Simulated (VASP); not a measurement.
Crystal: MoIr4.

```
Mo Ir
1.0
     4.79589    0.00000    0.00000
    -2.39795    4.15336    0.00000
     0.00000    0.00000    4.13737
Mo Ir
1 4
Cartesian
  0.0000 0.0000 0.0000
  0.0000 2.7689 0.0000
  2.3979 1.3845 0.0000
  0.0000 2.7689 2.0687
  2.3979 1.3845 2.0687
```

| Quantity | Value |
| --- | --- |
| Program | VASP 6.6.1 |
| Task | relaxation of cell and atoms |
| Functional | PBE |
| Potentials or basis | VASP PAW PBE potentials, release 64 (Mo_sv, Ir) |
| Cutoff | 600 eV |
| k mesh | 6 × 6 × 4 |
| Occupations | gaussian, width 0.1 eV |
| Spin | no spin polarisation |

At the start: pressure 57.5 GPa; volume 16.48 Å³/atom.

**Question.** How do energy, volume and symmetry change on relaxing?

**Answer.** Over 16 steps the energy falls by 1524.7 meV/atom and the volume is 18.03 Å³/atom (+9.4 %); space group P6/mmm (No. 191, to 0.05 Å).

The path:
| step | energy change (eV) | largest force (eV/Å) | pressure (GPa) | volume (Å³) |
| --- | --- | --- | --- | --- |
| 1 | 0.0000 | 0.0000 | 57.52 | 82.41 |
| 2 | 0.3686 | 0.0000 | -22.77 | 150.68 |
| 3 | -0.7203 | 0.0000 | -23.39 | 140.52 |
| 4 | -1.8994 | 0.0000 | -25.14 | 131.84 |
| 5 | -5.9525 | 0.0000 | -25.94 | 107.42 |
| 6 | -6.4775 | 0.0000 | -7.76 | 94.99 |
| 7 | -6.6313 | 0.0000 | -17.85 | 99.73 |
| 8 | -6.6412 | 0.0000 | -16.31 | 98.85 |
| 9 | -5.4804 | 0.0000 | 49.27 | 79.03 |
| 10 | -7.6087 | 0.0000 | 0.53 | 89.80 |
| 11 | -7.6114 | 0.0000 | 1.44 | 89.47 |
| 12 | -7.6116 | 0.0000 | 1.96 | 89.29 |
| 13 | -7.6144 | 0.0000 | -0.83 | 90.62 |
| 14 | -7.6232 | 0.0000 | 0.41 | 90.00 |
| 15 | -7.6229 | 0.0000 | -0.61 | 90.37 |
| 16 | -7.6235 | 0.0000 | 0.01 | 90.14 |

Final structure:
```yaml
crystal:
  lattice:
    - [4.50380, 0.00000, 0.00000]
    - [-2.25190, 3.90040, 0.00000]
    - [0.00000, 0.00000, 5.13135]
  atoms:
    - { symbol: Mo, position: [0.00000, 0.00000, 0.00000] }
    - { symbol: Ir, position: [0.33333, 0.66667, 0.00000] }
    - { symbol: Ir, position: [0.66667, 0.33333, 0.00000] }
    - { symbol: Ir, position: [0.33333, 0.66667, 0.50000] }
    - { symbol: Ir, position: [0.66667, 0.33333, 0.50000] }
```

Caveat: the k points lie up to 0.31 Å⁻¹ apart in the final cell.
